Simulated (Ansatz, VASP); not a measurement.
Sn: VASP beside Ansatz

```
Sn
1.0
     0.00000    3.24560    3.24560
     3.24560    0.00000    3.24560
     3.24560    3.24560    0.00000
Sn
2
Direct
  0.50000 0.50000 0.50000
  0.75000 0.75000 0.75000
```

Alike in both runs: task single point; functional r2SCAN; k mesh 12 × 12 × 12; occupations gaussian, width 0.1 eV; no spin polarisation.

|  | VASP | Ansatz |
| --- | --- | --- |
| version | VASP 6.6.1 | Ansatz 0.2.0 |
| potentials or method | VASP PAW PBE potentials, release 64 (Sn_d), cutoff 520 eV | scalar-relativistic, plane waves, PAW |
| valence electrons in the cell | 28 | 28 |

```csv
,VASP,Ansatz,Ansatz less VASP
gap on the k mesh at the Fermi level (eV),none,none,-
pressure (GPa),1.6,1.6,+0.04
```

VASP's potentials were made for PBE, not for r2SCAN. A gap of «none» marks a metal or a gap that the smearing closes.
